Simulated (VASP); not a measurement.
The system is GaGe3.

```
CELL_PARAMETERS angstrom
0.00000 3.38717 3.38717
3.38717 0.00000 3.38717
3.38717 3.38717 0.00000
ATOMIC_POSITIONS crystal
Ge 0.50000 0.50000 0.50000
Ge 0.75000 0.75000 0.75000
Ge 0.25000 0.25000 0.25000
Ga 0.00000 0.00000 0.00000
```

Base run:

* Program: VASP 6.6.1
* Functional: PBE
* Potentials or basis: VASP PAW PBE potentials, release 64 (Ge_d, Ga_d)
* Cutoff: 520 eV
* k mesh: 7 × 7 × 7
* Occupations: fermi-dirac, width 0.05 eV
* Spin: no spin polarisation

Its results: pressure -0.5 GPa.

Problem. The run is repeated on the same cell with these changes: k mesh from 7 × 7 × 7 to 4 × 4 × 4. What comes out?

Solution. Pressure 0.4 GPa.

Caveats: some runs use coarse meshes.
